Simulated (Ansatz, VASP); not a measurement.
# YAl7N8 in VASP and in Ansatz

```xyz
16
Lattice="3.1921 -0.0215 5.0849 3.1921 0.0215 -5.0849 -3.1921 5.5642 -0.0234" Properties=species:S:1:pos:R:3 pbc="T T T"
Y     0.0000    1.9094   -0.0172
Al   -1.5623    4.6521   -0.0347
Al    3.1921    1.8199   -0.0342
Al    1.5623    4.6521   -0.0347
Al    1.6108    0.8974   -2.5250
Al    1.5813    0.8760    2.5599
Al    0.0000    3.7560   -2.6384
Al    0.0000    3.7111    2.6031
N     3.1921    1.8803   -2.9179
N     3.1921    1.8338    1.9664
N     1.6272    4.6360   -3.1948
N     1.5650    4.6145    1.8901
N     1.7236    0.8297   -0.6470
N     0.0000    3.9163   -0.7629
N     4.6607    0.8297   -0.6470
N     3.1921    3.7199   -0.5532
```

Alike in both runs: functional PBEsol; k mesh 6 × 6 × 6; occupations gaussian, width 0.02 eV; no spin polarisation.

Ansatz relaxed the structure, and its values are those at the end. VASP's run is a single point on that final structure, the one shown.

```csv
,VASP,Ansatz
version,VASP 6.6.1,Ansatz 0.2.0
potentials or method,"VASP PAW PBE potentials, release 64 (Y_sv, Al, N), cutoff 520 eV","scalar-relativistic, plane waves, PAW"
valence electrons in the cell,72,72
```

Ansatz gave:

* gap on the k mesh at the Fermi level (eV): 3.13
* least direct gap on the mesh (eV): 3.30
* pressure (GPa): 0.0
* rms of the force components (eV/Å): 0.000

Problem. What did VASP give for the same quantities?

Solution. gap on the k mesh at the Fermi level (eV): 3.14; least direct gap on the mesh (eV): 3.31; pressure (GPa): 0.0; rms of the force components (eV/Å): 0.006.

VASP's potentials were made for PBE, not for PBEsol, and Ansatz warns of the same on its side. The functional is the same, so the differences come from potentials, cutoffs and numerics.
